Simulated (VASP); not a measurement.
Wanted: the native input for a VASP 6.6.1 run.

- Task: single point
- Functional: HSE06
- Potentials or basis: VASP PAW PBE potentials, release 64 (Zr_sv, O)
- Cutoff: 520 eV
- k mesh: 6 × 6 × 6
- Occupations: gaussian, width 0.01 eV
- Spin: no spin polarisation
- Dipole correction: no
- Grid for exact exchange (PRECFOCK): Normal
- Further INCAR settings: ALGO = Normal; EDIFF = 1e-06; NBANDS = 19
- Share of exact exchange: 0.25
- Screening parameter: 0.2079 1/Å

The system is ZrO2.

```
Zr O
1.0
     0.00000    2.54471    2.51927
     2.54471    0.00000    2.51927
     2.54471    2.54471    0.00000
Zr O
1 2
Direct
  0.00000 0.00000 0.00000
  0.25000 0.25000 0.25000
  0.75000 0.75000 0.75000
```

This cell differs from its parent crystal: uniaxial z strain -1.0%.

The input as run:

POSCAR

```
ZrO2
1.0
    0.0000000000      2.5447135860      2.5192664501
    2.5447135860      0.0000000000      2.5192664501
    2.5447135860      2.5447135860      0.0000000000
Zr O
1 2
Direct
    0.0000000000      0.0000000000      0.0000000000
    0.2500000000      0.2500000000      0.2500000000
    0.7500000000      0.7500000000      0.7500000000
```

INCAR.step1

```
PREC = Accurate
ENCUT = 520
EDIFF = 1E-5
ISMEAR = 0
SIGMA = 0.01
LREAL = False
LASPH = True
NELM = 120
ALGO = Normal
ISIF = 2
LWAVE = True
LCHARG = False
GGA = PE
NBANDS = 19
GGA_COMPAT = False
KPAR = 4
```

INCAR.step2

```
PREC = Accurate
ENCUT = 520
EDIFF = 1E-6
ISMEAR = 0
SIGMA = 0.01
LREAL = False
LASPH = True
NELM = 120
ALGO = Normal
ISIF = 2
LWAVE = False
LCHARG = False
GGA = PE
LHFCALC = True
HFSCREEN = 0.2079
PRECFOCK = Normal
ISTART = 1
NBANDS = 19
GGA_COMPAT = False
KPAR = 4
```

KPOINTS

```
Automatic mesh
0
Gamma
  6 6 6
```

Potentials or basis: VASP PAW PBE potentials, release 64 (Zr_sv, O).

Launch:

```console
$ cat potpaw_PBE.64/Zr_sv/POTCAR potpaw_PBE.64/O/POTCAR > POTCAR
$ cp INCAR.step1 INCAR
$ mpirun -np 4 vasp_std > vasp.out
$ cp INCAR.step2 INCAR
$ mpirun -np 4 vasp_std > vasp.out
```

It gave:

The pressure is 0.1 GPa and the band gap on the k mesh is 4.88 eV (least direct gap 5.34 eV).

Caveat: the cell differs from its parent crystal (uniaxial z strain -1.0%); the PAW data sets were made with another functional, which shifts forces and pressure a little.

Wall time 34 min on 4 MPI ranks on AMD EPYC 7R43 64-Core Processor (Zen 3) (shared host), peak memory 0.24 GiB a rank.
